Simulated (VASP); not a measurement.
Runs of VASP 6.6.1 on BeTe. Symmetry: F-43m, No. 216, cubic system. Conventional cell: a = 5.657 Å, b = 5.657 Å, c = 5.657 Å, α = 90.00°, β = 90.00°, γ = 90.00°. Be (site symmetry -43m) has 4 Te at 2.45 Å within 3.2 Å. Te (site symmetry -43m) has 4 Be at 2.45 Å within 3.2 Å. 

```tsv
level	potentials or basis	k mesh	gap on the mesh (eV)	pressure (GPa)
r2SCAN	VASP PAW PBE potentials, release 64 (Be, Te)	8 × 8 × 8	2.37	0.2
LDA	VASP PAW LDA potentials, release 64 (Be, Te)	8 × 8 × 8	1.90	-2.9
PBE	VASP PAW PBE potentials, release 64 (Be, Te)	4 × 4 × 4	2.00	0.8
PBE	VASP PAW PBE potentials, release 64 (Be, Te)	8 × 8 × 8	(a)	(b)
```

Alike in all rows: task single point; no spin polarisation; cell as given; cutoff (eV) 520; smearing gaussian 0.01 eV.

Question: Fill in the values left out.

Answer: (a) 2.01; (b) 0.3.

Caveats: some runs use coarse meshes; spin-orbit coupling is left out, which moves the levels of the heavy elements; the PAW data sets were made with another functional, which shifts forces and pressure a little (some runs).

A k mesh can miss the band edges, and the runs leave out spin-orbit coupling on Te.
